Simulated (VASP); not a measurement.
Write the native input for VASP 6.6.1 that does the following.

```
Task                   : relaxation of cell and atoms
Functional             : RPBE
Potentials or basis    : VASP PAW PBE potentials, release 64 (Zn, O)
Cutoff                 : 600 eV
k mesh                 : 6 × 6 × 4
Occupations            : gaussian, width 0.01 eV
Spin                   : no spin polarisation
Dipole correction      : no
Further INCAR settings : ALGO = Normal; EDIFF = 1e-06; IBRION = 2; EDIFFG = -0.05; NSW = 80; ISIF = 3
```

The structure of ZnO (zincite) lies in POSCAR:

```
ZnO
1.0
    3.2493080000      0.0000000000      0.0000000000
   -1.6246540000      2.8139832727      0.0000000000
    0.0000000000      0.0000000000      5.2057090000
Zn O
2 2
Direct
    0.3333330000      0.6666670000      0.5000000000
    0.6666670000      0.3333330000      0.0000000000
    0.6666670000      0.3333330000      0.3790100000
    0.3333330000      0.6666670000      0.8790100000
```

One way to write it, as run:

INCAR

```
PREC = Accurate
ENCUT = 600
EDIFF = 1E-6
ISMEAR = 0
SIGMA = 0.01
LREAL = F
LASPH = T
NELM = 100
ALGO = Normal
ISIF = 3
LWAVE = F
LCHARG = F
GGA = RP
IBRION = 2
NSW = 80
EDIFFG = -0.05
```

KPOINTS

```
regular mesh
0
Gamma
  6 6 4
```

Potentials or basis: VASP PAW PBE potentials, release 64 (Zn, O).

Launch:

```console
$ cat potpaw_PBE.64/Zn/POTCAR potpaw_PBE.64/O/POTCAR > POTCAR
$ mpirun -np 1 vasp_std > vasp.out
```

It gave:

* Relaxed volume: 12.84 Å³/atom
* Relaxed cell: a = 3.328 Å, b = 3.328 Å, c = 5.353 Å, α = 90.00°, β = 90.00°, γ = 120.00°
* Space group after relaxing (to 0.05 Å): P6_3mc (No. 186)
* Energy gained by relaxing: 28.8 meV/atom
* Ionic steps: 3
* Pressure after relaxing: 0.0 GPa
* Band gap on the k mesh: 0.77 eV, direct

Caveat: the PAW data sets were made with another functional, which shifts forces and pressure a little.

Run time: 30 s on 1 thread of Intel(R) Xeon(R) 6975P-C (Granite Rapids), on a shared host, peak memory 0.19 GiB.
